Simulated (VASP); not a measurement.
# Cs (P4_2/mbc) in VASP: notebook, part 2 of 2

VASP 6.6.1.

## (3) Electric field gradients, PBE

INCAR reads:

```
SYSTEM = Cs
  PREC = Accurate
  ENCUT = 520
  EDIFF = 1E-8
  ISMEAR = -1
  SIGMA = 0.05
  LREAL = .False.
  LASPH = .True.
  NELM = 100
  ALGO = Normal
  ISIF = 2
  LWAVE = .False.
  LCHARG = .False.
  GGA = PE
  LEFG = .True.
  NBANDS = 46
```

KPOINTS reads:

```
regular mesh
0
Gamma
  3 3 3
  0 0 0
```

POSCAR reads:

```
Cs
1.0
   10.4572929000      0.0000000000      0.0000000000
    0.0000000000     10.4572929000      0.0000000000
    0.0000000000      0.0000000000      9.0557989400
Cs
8
Direct
    0.4401390400      0.7462757700      0.0000000000
    0.5598609600      0.2537242300      0.0000000000
    0.7462757700      0.5598609600      0.5000000000
    0.2537242300      0.4401390400      0.5000000000
    0.9401390400      0.7537242300      0.0000000000
    0.0598609600      0.2462757700      0.0000000000
    0.7537242300      0.0598609600      0.5000000000
    0.2462757700      0.9401390400      0.5000000000
```

Potentials or basis: VASP PAW PBE potentials, release 64 (Cs_sv).

Started as:

```console
$ cat potpaw_PBE.64/Cs_sv/POTCAR > POTCAR
$ mpirun -np 1 vasp_std > vasp.out
```

OUTCAR:

```text
SYSTEM = Cs
   PREC = Accurate
   ENCUT = 520
   EDIFF = 1E-8
   ISMEAR = -1
   LREAL = .False.
   LASPH = .True.
   NELM = 100
   ISIF = 2
   GGA = PE

 ion  position               nearest neighbor table
   1  0.440  0.746  0.000-
   2  0.560  0.254  0.000-
   3  0.746  0.560  0.500-
   4  0.254  0.440  0.500-
   5  0.940  0.754  0.000-
   6  0.060  0.246  0.000-
   7  0.754  0.060  0.500-
   8  0.246  0.940  0.500-

  LATTYP: Found a simple tetragonal cell.
 ALAT       =    10.4572929000
 C/A-ratio  =     0.8659792765

  Lattice vectors:

 A1 = (  10.4572929000,   0.0000000000,   0.0000000000)
 A2 = (   0.0000000000,  10.4572929000,   0.0000000000)
 A3 = (   0.0000000000,   0.0000000000,   9.0557989400)

Analysis of symmetry for initial positions (statically):
=====================================================================
 Subroutine PRICEL returns:
 Original cell was already a primitive cell.

 Routine SETGRP: Setting up the symmetry group for a
 simple tetragonal supercell.

 Subroutine GETGRP returns: Found 16 space group operations
 (whereof  4 operations were pure point group operations)
 out of a pool of 16 trial point group operations.

The static configuration has the point symmetry C_2h.
 The point group associated with its full space group is D_4h.

Analysis of symmetry for dynamics (positions and initial velocities):
=====================================================================
 Subroutine PRICEL returns:
 Original cell was already a primitive cell.

 Routine SETGRP: Setting up the symmetry group for a
 simple tetragonal supercell.

 Subroutine GETGRP returns: Found 16 space group operations
 (whereof  4 operations were pure point group operations)
 out of a pool of 16 trial point group operations.

The dynamic configuration has the point symmetry C_2h.
 The point group associated with its full space group is D_4h.

 Subroutine INISYM returns: Found 16 space group operations
 (whereof  4 operations are pure point group operations),
 and found     1 'primitive' translations

----------------------------------------------------------------------------------------

                                     Primitive cell

  volume of cell :     990.2967

  direct lattice vectors                    reciprocal lattice vectors
    10.457292900  0.000000000  0.000000000     0.095627043  0.000000000  0.000000000
     0.000000000 10.457292900  0.000000000     0.000000000  0.095627043  0.000000000
     0.000000000  0.000000000  9.055798940     0.000000000  0.000000000  0.110426480

  length of vectors
    10.457292900 10.457292900  9.055798940     0.095627043  0.095627043  0.110426480

  position of ions in fractional coordinates (direct lattice)
     0.440139040  0.746275770  0.000000000
     0.559860960  0.253724230  0.000000000
     0.746275770  0.559860960  0.500000000
     0.253724230  0.440139040  0.500000000
     0.940139040  0.753724230  0.000000000
     0.059860960  0.246275770  0.000000000
     0.753724230  0.059860960  0.500000000
[... 96 lines left out ...]
 non-spin polarized calculation
  energy-cutoff  :      520.00
  volume of cell :      990.30
 maximum number of plane-waves:     26742
 NGX is ok and might be reduce to    80
   NGX = 39   NGY = 39   NGZ = 33

 number of electron      72.0000009 magnetization

 Free energy of the ion-electron system (eV)
  ---------------------------------------------------
  ext. energy  EPLUGINS =         0.00000000
  ---------------------------------------------------
  free energy    TOTEN  =        -6.71586546 eV

  energy without entropy =       -6.60105387  energy(sigma->0) =       -6.65845967

 E-fermi :   0.3076     XC(G=0):  -5.2237

 val. band max:        0.2930849777   @ k =   0.0000   0.0000   0.0000
 cond. band min:       0.3130535058   @ k =   0.0000   0.0000   0.0000
 fundamental gap:      0.0199685281
 Fermi energy:         0.3076066036

 k-point     1 :       0.0000    0.0000    0.0000
  band No.  band energies     occupation
      1     -23.6350      2.00000
      2     -23.6310      2.00000
      3     -23.6308      2.00000
      4     -23.6308      2.00000
      5     -23.6300      2.00000
      6     -23.6286      2.00000
[... 283 lines left out ...]
     45       1.5548      0.00000
     46       1.5916      0.00000

------------------------ aborting loop because EDIFF is reached ----------------------------------------

  FORCE on cell =-STRESS in cart. coord.  units (eV):
  Direction    XX          YY          ZZ          XY          YZ          ZX
  --------------------------------------------------------------------------------------
  -------------------------------------------------------------------------------------
  Total       -0.3725719     -0.3725719     -0.8719188      0.0000000      0.0000000      0.0000000
  in kB       -0.6027752     -0.6027752     -1.4106566      0.0000000      0.0000000      0.0000000
  external PRESSURE =      -0.8720690 kB  Pullay stress =       0.0000000 kB

 VOLUME and BASIS-vectors are now :
 -----------------------------------------------------------------------------
  energy-cutoff  :      520.00
  volume of cell :      990.30
      direct lattice vectors                 reciprocal lattice vectors
    10.457292900  0.000000000  0.000000000     0.095627043  0.000000000  0.000000000
     0.000000000 10.457292900  0.000000000     0.000000000  0.095627043  0.000000000
     0.000000000  0.000000000  9.055798940     0.000000000  0.000000000  0.110426480

 POSITION                                       TOTAL-FORCE (eV/Angst)
 -----------------------------------------------------------------------------------
      4.60266      7.80402      0.00000         0.007969     -0.001186      0.000000
      5.85463      2.65327      0.00000        -0.007969      0.001186      0.000000
      7.80402      5.85463      4.52790        -0.001186     -0.007969     -0.000000
      2.65327      4.60266      4.52790         0.001186      0.007969      0.000000
      9.83131      7.88192      0.00000         0.007969      0.001186     -0.000000
      0.62598      2.57538      0.00000        -0.007969     -0.001186      0.000000
      7.88192      0.62598      4.52790         0.001186     -0.007969      0.000000
      2.57538      9.83131      4.52790        -0.001186      0.007969      0.000000
 -----------------------------------------------------------------------------------
    total drift:                                0.000000     -0.000000      0.000000

  FREE ENERGIE OF THE ION-ELECTRON SYSTEM (eV)
  ---------------------------------------------------
  free  energy   TOTEN  =        -6.7158654597 eV

  energy  without entropy=       -6.6010538713  energy(sigma->0) =       -6.65845967

 Electric field gradients (V/A^2)
---------------------------------------------------------------------
 ion       V_xx      V_yy      V_zz      V_xy      V_xz      V_yz
---------------------------------------------------------------------
   1       2.795     2.019    -4.814    -1.461     0.000     0.000
   2       2.795     2.019    -4.814    -1.461    -0.000     0.000
   3       2.019     2.795    -4.814     1.461     0.000     0.000
   4       2.019     2.795    -4.814     1.461     0.000     0.000
   5       2.795     2.019    -4.814     1.461     0.000    -0.000
   6       2.795     2.019    -4.814     1.461    -0.000     0.000
   7       2.019     2.795    -4.814    -1.461     0.000    -0.000
   8       2.019     2.795    -4.814    -1.461     0.000    -0.000
---------------------------------------------------------------------

 Electric field gradients after diagonalization (V/A^2)
 (convention: |V_zz| > |V_xx| > |V_yy|)
----------------------------------------------------------------------
 ion       V_xx      V_yy      V_zz     asymmetry (V_yy - V_xx)/ V_zz
----------------------------------------------------------------------
   1       3.918     0.896    -4.814       0.628
   2       3.918     0.896    -4.814       0.628
   3       3.918     0.896    -4.814       0.628
   4       3.918     0.896    -4.814       0.628
   5       3.918     0.896    -4.814       0.628
   6       3.918     0.896    -4.814       0.628
   7       3.918     0.896    -4.814       0.628
   8       3.918     0.896    -4.814       0.628
----------------------------------------------------------------------

           NMR quadrupolar parameters

 Cq : quadrupolar parameter    Cq=e*Q*V_zz/h
 eta: asymmetry parameters     (V_yy - V_xx)/ V_zz
 Q  : nuclear electric quadrupole moment in mb (millibarn)
----------------------------------------------------------------------
 ion       Cq(MHz)       eta       Q (mb)
----------------------------------------------------------------------
   1      -0.012       0.628       1.000
   2      -0.012       0.628       1.000
   3      -0.012       0.628       1.000
   4      -0.012       0.628       1.000
   5      -0.012       0.628       1.000
   6      -0.012       0.628       1.000
   7      -0.012       0.628       1.000
   8      -0.012       0.628       1.000
----------------------------------------------------------------------
```

It took 6.2 min on 1 thread of Intel Xeon Platinum 8259CL at 2.50GHz (Skylake/Cascade Lake), shared host; peak memory 0.93 GiB.

Results:

```
Free energy            : -6.7159 eV
Pressure               : -0.1 GPa
Largest force          : 0.008 eV/Å
Band gap on the k mesh : zero (band 36 reaches 0.39 eV, above the bottom of band 37 at 0.28 eV)
```

Forces on the atoms (eV/Å):
```
Cs   0.008 -0.001  0.000
Cs  -0.008  0.001  0.000
Cs  -0.001 -0.008  0.000
Cs   0.001  0.008  0.000
Cs   0.008  0.001  0.000
Cs  -0.008 -0.001  0.000
Cs   0.001 -0.008  0.000
Cs  -0.001  0.008  0.000
```

Stress tensor (GPa, compression positive):
```
-0.06  0.00  0.00
 0.00 -0.06  0.00
 0.00  0.00 -0.14
```

Electric field gradients, principal values (V/Å²):
```
atom  least  middle  greatest (by size)
1 Cs  0.896   3.918              -4.814
2 Cs  0.896   3.918              -4.814
3 Cs  0.896   3.918              -4.814
4 Cs  0.896   3.918              -4.814
5 Cs  0.896   3.918              -4.814
6 Cs  0.896   3.918              -4.814
7 Cs  0.896   3.918              -4.814
8 Cs  0.896   3.918              -4.814
```

Caveat: without QUAD_EFG the Cq values of the log hold for a quadrupole moment of 1 mb, not for the nuclei; spin-orbit coupling is left out, which moves the levels of the heavy elements.
